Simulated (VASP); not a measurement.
# BaTe (Pm-3m) in VASP: further runs

The runs below take BaTe through single point, with LDA.

Program: VASP 6.6.1. These are calculated values, not measurements. Logs are shortened: lines on timing, memory, paths and dates and some standing lists are left out, and cuts for length are marked.

## (1) The cell of the first run

The structure is cubic, space group Pm-3m (No. 221). The conventional cell has a = 4.305 Å, b = 4.305 Å, c = 4.305 Å, α = 90.00°, β = 90.00°, γ = 90.00°. Within 4.9 Å of Ba (site symmetry m-3m) lie 8 Te at 3.73 Å and 6 Ba at 4.30 Å. Within 4.9 Å of Te (site symmetry m-3m) lie 8 Ba at 3.73 Å and 6 Te at 4.30 Å.

## (2) Single point, LDA

File INCAR:

```
SYSTEM = BaTe
ALGO = Normal ; EDIFF = 1E-6
ENCUT = 500 ; GGA_COMPAT = .False.
ISIF = 2 ; ISMEAR = 0
LASPH = .True. ; LCHARG = .False.
LREAL = .False. ; LWAVE = .False.
NBANDS = 15 ; NELM = 120
PREC = Accurate ; SIGMA = 0.01
```

File KPOINTS:

```
k-points
0
Gamma
  5 5 5
  0 0 0
```

File POSCAR:

```
BaTe
1.0
    4.3046713785      0.0000000000      0.0000000000
    0.0000000000      4.3046713785      0.0000000000
    0.0000000000      0.0000000000      4.3046713785
Ba Te
1 1
Direct
    0.0000000000      0.0000000000      0.0000000000
    0.5000000000      0.5000000000      0.5000000000
```

Potentials or basis: VASP PAW LDA potentials, release 64 (Ba_sv, Te).

Run with:

```
cat potpaw_LDA.64/Ba_sv/POTCAR potpaw_LDA.64/Te/POTCAR > POTCAR
mpirun -np 1 vasp_std > vasp.out
```

OUTCAR:

```text
SYSTEM = BaTe
   EDIFF = 1E-6
   ENCUT = 500
   ISIF = 2
   ISMEAR = 0
   LASPH = .True.
   LREAL = .False.
   NELM = 120
   PREC = Accurate

 ion  position               nearest neighbor table
   1  0.000  0.000  0.000-   2 3.73   2 3.73   2 3.73   2 3.73   2 3.73   2 3.73   2 3.73   2 3.73

   2  0.500  0.500  0.500-   1 3.73   1 3.73   1 3.73   1 3.73   1 3.73   1 3.73   1 3.73   1 3.73

  LATTYP: Found a simple cubic cell.
 ALAT       =     4.3046713785

  Lattice vectors:

 A1 = (   4.3046713785,   0.0000000000,   0.0000000000)
 A2 = (   0.0000000000,   4.3046713785,   0.0000000000)
 A3 = (   0.0000000000,   0.0000000000,   4.3046713785)

Analysis of symmetry for initial positions (statically):
=====================================================================
 Subroutine PRICEL returns:
 Original cell was already a primitive cell.

 Routine SETGRP: Setting up the symmetry group for a
 simple cubic supercell.

 Subroutine GETGRP returns: Found 48 space group operations
 (whereof 48 operations were pure point group operations)
 out of a pool of 48 trial point group operations.

The static configuration has the point symmetry O_h .

Analysis of symmetry for dynamics (positions and initial velocities):
=====================================================================
 Subroutine PRICEL returns:
 Original cell was already a primitive cell.

 Routine SETGRP: Setting up the symmetry group for a
 simple cubic supercell.

 Subroutine GETGRP returns: Found 48 space group operations
 (whereof 48 operations were pure point group operations)
 out of a pool of 48 trial point group operations.

The dynamic configuration has the point symmetry O_h .

 Subroutine INISYM returns: Found 48 space group operations
 (whereof 48 operations are pure point group operations),
 and found     1 'primitive' translations

----------------------------------------------------------------------------------------

                                     Primitive cell

  volume of cell :      79.7664

  direct lattice vectors                    reciprocal lattice vectors
     4.304671379  0.000000000  0.000000000     0.232305770  0.000000000  0.000000000
     0.000000000  4.304671379  0.000000000     0.000000000  0.232305770  0.000000000
     0.000000000  0.000000000  4.304671379     0.000000000  0.000000000  0.232305770

  length of vectors
     4.304671379  4.304671379  4.304671379     0.232305770  0.232305770  0.232305770

  position of ions in fractional coordinates (direct lattice)
     0.000000000  0.000000000  0.000000000
     0.500000000  0.500000000  0.500000000

  ion indices of the primitive-cell ions
   primitive index   ion index
                 1           1
                 2           2

----------------------------------------------------------------------------------------

 KPOINTS: k-points

Automatic generation of k-mesh.
 Grid dimensions read from file:
 generate k-points for:    5    5    5

 Generating k-lattice:

  Cartesian coordinates                     Fractional coordinates (reciprocal lattice)
     0.046461154  0.000000000  0.000000000     0.200000000  0.000000000  0.000000000
     0.000000000  0.046461154  0.000000000     0.000000000  0.200000000  0.000000000
     0.000000000  0.000000000  0.046461154     0.000000000  0.000000000  0.200000000

  Length of vectors
     0.046461154  0.046461154  0.046461154

  Shift w.r.t. Gamma in fractional coordinates (k-lattice)
     0.000000000  0.000000000  0.000000000

 Subroutine IBZKPT returns following result:
 ===========================================

 Found     10 irreducible k-points:

 Following reciprocal coordinates:
            Coordinates               Weight
  0.000000  0.000000  0.000000      1.000000
  0.200000  0.000000  0.000000      6.000000
  0.400000  0.000000  0.000000      6.000000
  0.200000  0.200000  0.000000     12.000000
  0.400000  0.200000  0.000000     24.000000
  0.400000  0.400000  0.000000     12.000000
  0.200000  0.200000  0.200000      8.000000
  0.400000  0.200000  0.200000     24.000000
  0.400000  0.400000  0.200000     24.000000
  0.400000  0.400000  0.400000      8.000000
   k-points           NKPTS =     10   k-points in BZ     NKDIM =     10   number of bands    NBANDS=     15
   number of dos      NEDOS =    301   number of ions     NIONS =      2
   total plane-waves  NPLWV =  32768
   dimension x,y,z NGX =    32 NGY =   32 NGZ =   32
   dimension x,y,z NGXF=    64 NGYF=   64 NGZF=   64
   ions per type =               1   1
   NGX,Y,Z   is equivalent  to a cutoff of  12.36, 12.36, 12.36 a.u.
   NGXF,Y,Z  is equivalent  to a cutoff of  24.72, 24.72, 24.72 a.u.
 SYSTEM =  BaTe
   PREC   = accura    normal or accurate (medium, high low for compatibility)
   ISTART =      0    job   : 0-new  1-cont  2-samecut
   ICHARG =      2    charge: 1-file 2-atom 10-const
   ISPIN  =      1    spin polarized calculation?
   LNONCOLLINEAR =      F non collinear calculations
   LSORBIT =      F    spin-orbit coupling
   LASPH  =      T    aspherical Exc in radial PAW
   ENCUT  =  500.0 eV  36.75 Ry    6.06 a.u.   7.85  7.85  7.85*2*pi/ulx,y,z
   NELM   =    120;   NELMIN=  2; NELMDL= -5     # of ELM steps
   EDIFF  = 0.1E-05   stopping-criterion for ELM
   LREAL  =      F    real-space projection
   EDIFFG = 0.1E-04   stopping-criterion for IOM
   NSW    =      0    number of steps for IOM
   IBRION =     -1    ionic relax: 0-MD 1-quasi-New 2-CG
   NFREE  =      0    steps in history (QN), initial steepest desc. (CG)
   ISIF   =      2    stress and relaxation
   ISYM   =      2    0-nonsym 1-usesym 2-fastsym
   POTIM  = 0.5000    time-step for ionic-motion
   TEBEG  =    0.0;   TEEND  =   0.0 temperature during run
   PSTRESS=    0.0 pullay stress
   NELECT =      16.0000    total number of electrons
   NUPDOWN=      -1.0000    fix difference up-down
   EMIN   =  10.00;   EMAX   =-10.00  energy-range for DOS
   EFERMI =   0.00;   METHOD = LEGACY
   ISMEAR =     0;   SIGMA  =   0.01  broadening in eV -4-tet -1-fermi 0-gaus
   EFERMI_NEDOS =   21; number of points for ismear=-14 and -15
   IALGO  =     38    algorithm
   IMIX   =      4    mixing-type and parameters
     AMIX     =   0.40;   BMIX     =  1.00
     AMIX_MAG =   1.60;   BMIX_MAG =  1.00
  volume/ion in A,a.u.               =      39.88       269.15
  Fermi-wavevector in a.u.,A,eV,Ry     =   0.958315  1.810952 12.495143  0.918367
  Thomas-Fermi vector in A             =   2.087411
   LORBIT       =      0    0 simple, 1 ext, 2 COOP (PROOUT), +10 PAW based schemes
   GGA     = CA    functional components
   LHFCALC =     F    Hartree Fock is set to
   AEXX    =    0.0000 exact exchange contribution
   IVDW    =     0    specifies the selected vdW correction
   LEPSILON=     F    determine dielectric tensor
   LRPA    =     F    only Hartree local field effects (RPA)
 non-spin polarized calculation
 Gauss-broadening in eV      SIGMA  =   0.01
  energy-cutoff  :      500.00
  volume of cell :       79.77
 maximum number of plane-waves:      2043
 NGX is ok and might be reduce to    32
   NGX = 15   NGY = 15   NGZ = 15

 number of electron      16.0000000 magnetization

 Free energy of the ion-electron system (eV)
  ---------------------------------------------------
  ext. energy  EPLUGINS =         0.00000000
  ---------------------------------------------------
  free energy    TOTEN  =        -9.25642939 eV

  energy without entropy =       -9.25642939  energy(sigma->0) =       -9.25642939

 E-fermi :   3.2950     XC(G=0):  -8.9351

 val. band max:        3.1992861757   @ k =   0.4000   0.4000   0.0000
 cond. band min:       4.1228003259   @ k =   0.0000   0.0000   0.0000
 fundamental gap:      0.9235141502
 Fermi energy:         3.2949710350

 k-point     1 :       0.0000    0.0000    0.0000
  band No.  band energies     occupation
      1     -24.6984      2.00000
      2      -9.7469      2.00000
      3      -9.7469      2.00000
      4      -9.7469      2.00000
      5      -6.9275      2.00000
      6       3.0253      2.00000
      7       3.0253      2.00000
      8       3.0253      2.00000
      9       4.1228      0.00000
     10       4.1228      0.00000
     11       5.3796      0.00000
     12       7.8138      0.00000
     13       7.8138      0.00000
     14       7.8138      0.00000
     15      11.7236      0.00000

 k-point     2 :       0.2000    0.0000    0.0000
  band No.  band energies     occupation
      1     -24.6903      2.00000
      2      -9.9387      2.00000
      3      -9.7312      2.00000
      4      -9.7312      2.00000
      5      -6.6925      2.00000
      6       1.5591      2.00000
      7       2.8611      2.00000
      8       2.8611      2.00000
      9       4.3284      0.00000
     10       5.1731      0.00000
     11       6.7486      0.00000
     12       7.9304      0.00000
     13       7.9703      0.00000
     14       7.9703      0.00000
     15      10.0213      0.00000

 k-point     3 :       0.4000    0.0000    0.0000
  band No.  band energies     occupation
      1     -24.6772      2.00000
      2     -10.2096      2.00000
      3      -9.7055      2.00000
      4      -9.7055      2.00000
      5      -6.3166      2.00000
      6       0.2655      2.00000
      7       2.6031      2.00000
      8       2.6031      2.00000
      9       4.7663      0.00000
     10       7.1995      0.00000
     11       8.1449      0.00000
     12       8.1702      0.00000
     13       8.4793      0.00000
     14       8.5215      0.00000
     15       8.5215      0.00000
[... 91 lines left out ...]
 k-point     9 :       0.4000    0.4000    0.2000
  band No.  band energies     occupation
      1     -24.6497      2.00000
      2     -10.0409      2.00000
      3     -10.0203      2.00000
      4      -9.7961      2.00000
      5      -6.2999      2.00000
      6       1.0819      2.00000
      7       1.2030      2.00000
      8       2.1156      2.00000
      9       5.2729      0.00000
     10       6.3948      0.00000
     11       6.6384      0.00000
     12       7.8799      0.00000
     13       8.7575      0.00000
     14       9.5136      0.00000
     15      11.0610      0.00000

 k-point    10 :       0.4000    0.4000    0.4000
  band No.  band energies     occupation
      1     -24.6377      2.00000
      2      -9.9951      2.00000
      3      -9.9811      2.00000
      4      -9.9811      2.00000
      5      -6.1578      2.00000
      6       0.8009      2.00000
      7       0.8009      2.00000
      8       1.0717      2.00000
      9       6.6346      0.00000
     10       7.1679      0.00000
     11       7.1679      0.00000
     12       9.2066      0.00000
     13       9.2066      0.00000
     14       9.3632      0.00000
     15      10.4904      0.00000

------------------------ aborting loop because EDIFF is reached ----------------------------------------

  FORCE on cell =-STRESS in cart. coord.  units (eV):
  Direction    XX          YY          ZZ          XY          YZ          ZX
  --------------------------------------------------------------------------------------
  -------------------------------------------------------------------------------------
  Total       -1.7548946     -1.7548946     -1.7548946     -0.0000000     -0.0000000     -0.0000000
  in kB      -35.2485796    -35.2485796    -35.2485796     -0.0000000     -0.0000000     -0.0000000
  external PRESSURE =     -35.2485796 kB  Pullay stress =       0.0000000 kB

 VOLUME and BASIS-vectors are now :
 -----------------------------------------------------------------------------
  energy-cutoff  :      500.00
  volume of cell :       79.77
      direct lattice vectors                 reciprocal lattice vectors
     4.304671379  0.000000000  0.000000000     0.232305770  0.000000000  0.000000000
     0.000000000  4.304671379  0.000000000     0.000000000  0.232305770  0.000000000
     0.000000000  0.000000000  4.304671379     0.000000000  0.000000000  0.232305770

 POSITION                                       TOTAL-FORCE (eV/Angst)
 -----------------------------------------------------------------------------------
      0.00000      0.00000      0.00000         0.000000      0.000000      0.000000
      2.15234      2.15234      2.15234         0.000000      0.000000      0.000000
 -----------------------------------------------------------------------------------
    total drift:                                0.000000      0.000000     -0.000000

  FREE ENERGIE OF THE ION-ELECTRON SYSTEM (eV)
  ---------------------------------------------------
  free  energy   TOTEN  =        -9.2564293922 eV

  energy  without entropy=       -9.2564293922  energy(sigma->0) =       -9.25642939
```

Wall time 6.5 s (1 thread of AMD EPYC 9R45 (Zen 5), shared host); peak memory 0.12 GiB.

What came out:

```yaml
Free_energy: -9.2564 eV
Pressure: -3.5 GPa
Band_gap_on_the_k_mesh: 0.92 eV (least direct gap 1.10 eV)
```

Caveat: the cell stands under tension; spin-orbit coupling is left out, which moves the levels of the heavy elements; an odd mesh through Γ misses points on the zone boundary, where band edges can lie.

## (3) Single point, LDA

This run uses another cell than the first one, of 41.04 Å³/atom.

File INCAR:

```
  PREC = Accurate
  ENCUT = 500
  EDIFF = 1E-6
  ISMEAR = 0
  SIGMA = 0.01
  LREAL = F
  LASPH = T
  NELM = 120
  ALGO = Normal
  ISIF = 2
  LWAVE = F
  LCHARG = F
  NBANDS = 15
  GGA_COMPAT = F
```

File KPOINTS:

```
regular mesh
0
Gamma
  5 5 5
```

File POSCAR:

```
BaTe
1.0
    4.3460649887      0.0000000000      0.0000000000
    0.0000000000      4.3460649887      0.0000000000
    0.0000000000      0.0000000000      4.3460649887
Ba Te
1 1
Direct
    0.0000000000      0.0000000000      0.0000000000
    0.5000000000      0.5000000000      0.5000000000
```

Potentials or basis: VASP PAW LDA potentials, release 64 (Ba_sv, Te).

Run with:

```
cat potpaw_LDA.64/Ba_sv/POTCAR potpaw_LDA.64/Te/POTCAR > POTCAR
mpirun -np 1 vasp_std > vasp.out
```

It took 6.2 s on 1 thread of AMD EPYC 9R45 (Zen 5), shared host; peak memory 0.12 GiB.

The run converged. Its results:

```
Free energy            : -9.2006 eV
Pressure               : -4.1 GPa
Band gap on the k mesh : 0.97 eV (least direct gap 1.15 eV)
```

Levels at points of the mesh, in eV from the valence-band top:
```
           k point  band 6  band 7  band 8  band 9  band 10  band 11
(0.00, 0.00, 0.00)   -0.18   -0.18   -0.18    0.97     0.97     2.03
```

Caveat: the cell stands under tension; spin-orbit coupling is left out, which moves the levels of the heavy elements; an odd mesh through Γ misses points on the zone boundary, where band edges can lie.
